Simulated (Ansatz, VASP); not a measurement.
## MgB2: VASP beside Ansatz

POSCAR

```
MgB2
1.0
    3.1255967608      0.0000000000      0.0000000000
   -1.5627983804      2.7068461969      0.0000000000
    0.0000000000      0.0000000000      3.5693605797
Mg B
1 2
Direct
    0.0000000000      0.0000000000      0.0000000000
    0.6666666667      0.3333333333      0.5000000000
    0.3333333333      0.6666666667      0.5000000000
```

File INCAR.step1:

```
SYSTEM = MgB2
PREC     = Accurate       ! precision mode
ENCUT    = 660            ! plane-wave cutoff, eV
ISMEAR   = -1             ! smearing method
SIGMA    = 0.05           ! smearing width, eV
LREAL    = .FALSE.        ! projectors in reciprocal space
LASPH    = .TRUE.         ! aspherical terms in the spheres
NELM     = 120            ! most SCF steps
NBANDS   = 15             ! bands
GGA      = PE             ! functional
ALGO     = Normal         ! electronic algorithm
EDIFF    = 1E-5           ! SCF threshold, eV
LWAVE    = .TRUE.         ! write WAVECAR
LCHARG   = .FALSE.        ! write CHGCAR
GGA_COMPAT= .FALSE.
```

File INCAR.step2:

```
SYSTEM = MgB2
PREC     = Accurate       ! precision mode
ENCUT    = 660            ! plane-wave cutoff, eV
EDIFF    = 1E-6           ! SCF threshold, eV
ISMEAR   = -1             ! smearing method
SIGMA    = 0.05           ! smearing width, eV
LREAL    = .FALSE.        ! projectors in reciprocal space
LASPH    = .TRUE.         ! aspherical terms in the spheres
NELM     = 120            ! most SCF steps
ALGO     = Normal         ! electronic algorithm
ISIF     = 2              ! what is computed and relaxed
LWAVE    = .FALSE.        ! write WAVECAR
LCHARG   = .FALSE.        ! write CHGCAR
METAGGA  = R2SCAN         ! meta-GGA
LMIXTAU  = .TRUE.       
NBANDS   = 15             ! bands
ISTART   = 1            
GGA_COMPAT= .FALSE.
```

The input KPOINTS:

```
Automatic mesh
0
G
  10 10 8
  0 0 0
```

File input.yaml:

```yaml
crystal:
  lattice:
    - [3.1255967608, 0.0, 0.0]
    - [-1.5627983804, 2.7068461969, 0.0]
    - [0.0, 0.0, 3.5693605797]
  atoms:
    - { symbol: Mg, position: [0.0, 0.0, 0.0] }
    - { symbol: B, position: [0.6666666667, 0.3333333333, 0.5] }
    - { symbol: B, position: [0.3333333333, 0.6666666667, 0.5] }
hamiltonian:
  xc: r2scan
  pseudopotentials: { kind: paw }
kpoints:
  mp_grid: { grid: [10, 10, 8] }
scf:
  occupations: { method: fermi_dirac, width: 0.05 }
output:
  forces: true
  stress: true
  eigenvalues: true
```

Alike in both runs: task single point; functional r2SCAN; k mesh 10 × 10 × 8; occupations fermi-dirac, width 0.05 eV; no spin polarisation.

|  | VASP | Ansatz |
| --- | --- | --- |
| version | VASP 6.6.1 | Ansatz 0.2.0 |
| potentials or method | VASP PAW PBE potentials, release 64 (Mg_sv, B) | Ansatz PAW |
| plane-wave cutoff (eV) | 660 | 500 |
| valence electrons in the cell | 16 | 16 |

|  | VASP | Ansatz | Ansatz less VASP |
| --- | --- | --- | --- |
| gap on the k mesh at the Fermi level (eV) | none | none | - |
| pressure (GPa) | -7.9 | -7.6 | +0.36 |
| traceless stress, the component that is largest in VASP (GPa) | 1.66 | 1.53 | -0.130 |

VASP's potentials were made for PBE, not for r2SCAN. A gap of «none» marks a metal or a gap that the smearing closes.
